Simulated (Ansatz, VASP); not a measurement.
## One calculation of LiCl, two programs

```xyz
2
Lattice="-0.0128 2.5648 2.5648 2.5648 -0.0128 2.5648 2.5519 2.5519 0.0000" Properties=species:S:1:pos:R:3 pbc="T T T"
Li    0.0000    0.0000    0.0000
Cl    2.5519    2.5519    2.5648
```

Change from the starting cell: xy shear strain of -1 %.

Alike in both runs: task single point; functional PBE; k mesh 9 × 9 × 9; occupations fermi-dirac, width 0.03 eV; no spin polarisation.

|  | VASP | Ansatz |
| --- | --- | --- |
| version | VASP 6.6.1 | Ansatz 0.2.0 |
| potentials or method | VASP PAW PBE potentials, release 64 (Li_sv, Cl), cutoff 520 eV | all-electron LAPW, scalar-relativistic |

|  | VASP | Ansatz | Ansatz less VASP |
| --- | --- | --- | --- |
| gap on the k mesh at the Fermi level (eV) | 6.31 | 6.29 | -0.015 |

Ansatz ran all-electron here, and VASP with PAW potentials.

Noted on VASP's run: the cutoff is short for stress, so the pressure is rough.
